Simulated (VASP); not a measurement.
Runs of VASP 6.6.1 on Mo. The structure is that of space group Im-3m (No. 229), or close to it. The cells are those of the table. 

```tsv
task	cell	k mesh	smearing	ions in elastic constants	gap on the mesh (eV)	pressure (GPa)
single point	a = 2.725 Å, angles 109.5°, 1 atom	8 × 8 × 8	gaussian 0.1 eV	-	none	(a)
single point	a = 2.586 Å, angles 109.5°, 1 atom	8 × 8 × 8	gaussian 0.1 eV	-	none	46.7
relaxation of cell and atoms	relaxed to 45 GPa from a = 2.588 Å, angles 109.5°, 1 atom	20 × 20 × 20	fermi-dirac 0.15 eV	-	none	45.0
relaxation of cell and atoms	relaxed to 45 GPa from a = 2.586 Å, angles 109.5°, 1 atom	20 × 20 × 20	gaussian 0.1 eV	-	none	45.0
single point	a = 2.589 Å, angles 109.5°, 1 atom	20 × 20 × 20	fermi-dirac 0.15 eV	-	none	46.8
single point	a = 2.588 Å, angles 109.5°, 1 atom	20 × 20 × 20	gaussian 0.1 eV	-	none	46.8
relaxation of cell and atoms	relaxed to 45 GPa from a = 2.725 Å, angles 109.5°, 1 atom	8 × 8 × 8	gaussian 0.1 eV	-	none	45.3
```

Alike in all rows: level LDA; potentials or basis VASP PAW LDA potentials, release 64 (Mo_sv); no spin polarisation; cutoff (eV) 500.

Problem. Fill in the values left out.

Solution. (a) -7.7.

Caveats: some runs use coarse meshes; the cell is relaxed towards a set pressure, so the enthalpy falls and the energy may rise (some runs).

A k mesh can miss the band edges, and the runs leave out spin-orbit coupling on Mo.

A gap of «none» marks levels without a gap at the run's occupations.
